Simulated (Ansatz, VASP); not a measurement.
# Rh: VASP beside Ansatz

The input INCAR:

```
SYSTEM = Rh
PREC = Accurate ; ENCUT = 520
EDIFF = 1E-6 ; ISMEAR = 0
SIGMA = 0.1 ; LREAL = .FALSE.
LASPH = .TRUE. ; NELM = 80
ALGO = Normal ; ISIF = 2
LWAVE = .FALSE. ; LCHARG = .FALSE.
GGA = PS ; NBANDS = 14
```

The input KPOINTS:

```
regular mesh
0
G
  8 8 8
  0 0 0
```

Contents of POSCAR:

```
Rh
1.0
    0.0000000000      1.9242950730      1.9242950730
    1.9242950730      0.0000000000      1.9242950730
    1.9242950730      1.9242950730      0.0000000000
Rh
1
Direct
    0.0000000000      0.0000000000      0.0000000000
```

Input for Ansatz:

```yaml
crystal:
  lattice:
    - [0.0, 1.924295073, 1.924295073]
    - [1.924295073, 0.0, 1.924295073]
    - [1.924295073, 1.924295073, 0.0]
  atoms:
    - { symbol: Rh, position: [0.0, 0.0, 0.0] }
basis:
  ecutwfc: 420
kpoints:
  mp_grid: { grid: [8, 8, 8] }
hamiltonian:
  xc: pbesol
scf:
  occupations: { method: gaussian, width: 0.1 }
output:
  forces: true
  stress: true
  eigenvalues: true
```

Alike in both runs: task single point; functional PBEsol; k mesh 8 × 8 × 8; occupations gaussian, width 0.1 eV; no spin polarisation.

```csv
,VASP,Ansatz
version,VASP 6.6.1,Ansatz 0.2.0
potentials or method,"VASP PAW PBE potentials, release 64 (Rh_pv), cutoff 520 eV","scalar-relativistic, plane waves, PAW"
valence electrons in the cell,15,17
```

VASP gave:

| Property | Result |
| --- | --- |
| gap on the k mesh at the Fermi level (eV) | none |
| pressure (GPa) | -13.1 |

**Question.** What did Ansatz give for the same quantities?

**Answer.** gap on the k mesh at the Fermi level (eV): none; pressure (GPa): -13.0.

VASP's potentials were made for PBE, not for PBEsol. A gap of «none» marks a metal or a gap that the smearing closes. With one functional, cell and mesh, what is left measures potentials, basis and numerics. VASP's potentials hold 15 valence electrons a cell and Ansatz's 17, so a difference there can come from the potentials and not from the codes.
